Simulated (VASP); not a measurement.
## Sc: single point with PBEsol

The system is Sc.

```
CELL_PARAMETERS angstrom
3.27431 0.00000 0.00000
-1.63715 2.83563 0.00000
0.00000 0.00000 5.08517
ATOMIC_POSITIONS crystal
Sc 0.33333 0.66667 0.75000
Sc 0.66667 0.33333 0.25000
```

- Program: VASP 6.6.1
- Task: single point
- Functional: PBEsol
- Potentials or basis: VASP PAW PBE potentials, release 64 (Sc_sv)
- Cutoff: 520 eV
- k mesh: 14 × 14 × 8
- Occupations: gaussian, width 0.05 eV
- Spin: no spin polarisation
- Dipole correction: no
- Further INCAR settings: ALGO = Normal; EDIFF = 1e-06; NBANDS = 18

```yaml
Pressure: 0.0 GPa
Band_gap_on_the_k_mesh: zero (band 11 reaches 4.84 eV, above the bottom of band 12 at 3.26 eV)
```

Stress tensor (GPa, compression positive):
```
 0.06  0.00  0.00
 0.00  0.06  0.00
 0.00  0.00 -0.08
```

Levels at points of the mesh, in eV from the Fermi level:
```tsv
k point	band 7	band 8	band 9	band 10	band 11	band 12	band 13	band 14	band 15	band 16
(0.00, 0.00, 0.00)	-27.58	-27.55	-5.22	-1.70	0.74	1.63	1.63	1.93	2.12	2.12
(0.50, 0.00, 0.00)	-27.68	-27.62	-1.65	-1.12	-0.73	-0.33	1.35	1.36	1.95	3.92
(0.00, 0.00, 0.50)	-27.62	-27.62	-3.62	-3.62	1.01	1.01	1.54	1.54	1.54	1.54
(0.50, 0.00, 0.50)	-27.67	-27.67	-1.55	-1.55	0.08	0.08	1.36	1.36	2.45	2.45
```

Run time: 47 s on 1 thread of Intel(R) Xeon(R) Platinum 8375C CPU @ 2.90GHz (Ice Lake) (shared host), peak memory 0.21 GiB.

Caveat: the PAW data sets were made with another functional, which shifts forces and pressure a little.
